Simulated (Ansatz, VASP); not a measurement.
Given: the input of a run of Ansatz 0.2.0 on Al2Cu.

The input input.yaml:

```yaml
crystal:
  lattice:
    - [4.0776296128, 0.0, 0.0]
    - [0.0, 4.0776296128, 0.0]
    - [0.0, 0.0, 2.8719076301]
  atoms:
    - { symbol: Cu, position: [0.0, 0.0, 0.0] }
    - { symbol: Al, position: [0.0, 0.5, 0.5] }
    - { symbol: Al, position: [0.5, 0.0, 0.5] }
hamiltonian:
  xc: lda
  pseudopotentials: { kind: paw }
kpoints:
  mp_grid: { grid: [7, 7, 9] }
scf:
  occupations: { method: fermi_dirac, width: 0.05 }
output:
  forces: true
  stress: true
  eigenvalues: true
```

Potentials or basis: Ansatz PAW.

Run with:

```console
$ ansatz run input.yaml --threads 2 --pin off --max-ram 5632MiB --backend cpu --events-out ev --progress --plain --runs-dir out
```

**Question.** Translate it to VASP 6.6.1. Potentials there: VASP PAW LDA potentials, release 64 (Cu, Al).

**Answer.** As run (the cutoff follows the program's own potentials):

The input INCAR:

```
ALGO     = Fast           # electronic algorithm
EDIFF    = 1E-7           # SCF threshold, eV
ENCUT    = 520            # plane-wave cutoff, eV
GGA      = CA             # functional
ISIF     = 2              # what is computed and relaxed
ISMEAR   = -1             # smearing method
LASPH    = T              # aspherical terms in the spheres
LCHARG   = F              # write CHGCAR
LREAL    = F              # projectors in reciprocal space
LWAVE    = F              # write WAVECAR
NBANDS   = 16             # bands
NELM     = 100            # most SCF steps
PREC     = Accurate       # precision mode
SIGMA    = 0.05           # smearing width, eV
```

The input KPOINTS:

```
k-points
0
Gamma
  7 7 9
```

Contents of POSCAR:

```
Al2Cu
1.0
    4.0776296128      0.0000000000      0.0000000000
    0.0000000000      4.0776296128      0.0000000000
    0.0000000000      0.0000000000      2.8719076301
Cu Al
1 2
Direct
    0.0000000000      0.0000000000      0.0000000000
    0.0000000000      0.5000000000      0.5000000000
    0.5000000000      0.0000000000      0.5000000000
```

Potentials or basis: VASP PAW LDA potentials, release 64 (Cu, Al).

The run is started by

```bash
$ cat potpaw_LDA.64/Cu/POTCAR potpaw_LDA.64/Al/POTCAR > POTCAR
$ mpirun -np 1 vasp_std > vasp.out
```

Both were run:

|  | VASP | Ansatz | Ansatz less VASP |
| --- | --- | --- | --- |
| gap on the k mesh at the Fermi level (eV) | none | none | - |
| pressure (GPa) | -3.1 | -3.4 | -0.27 |
| traceless stress, the component that is largest in VASP (GPa) | -0.85 | -0.82 | +0.029 |

LDA's correlation is that of Perdew and Zunger in VASP and of Perdew and Wang (1992) in Ansatz. A gap of «none» marks a metal or a gap that the smearing closes. VASP's potentials hold 17 valence electrons a cell and Ansatz's 25, so a difference there can come from the potentials and not from the codes.
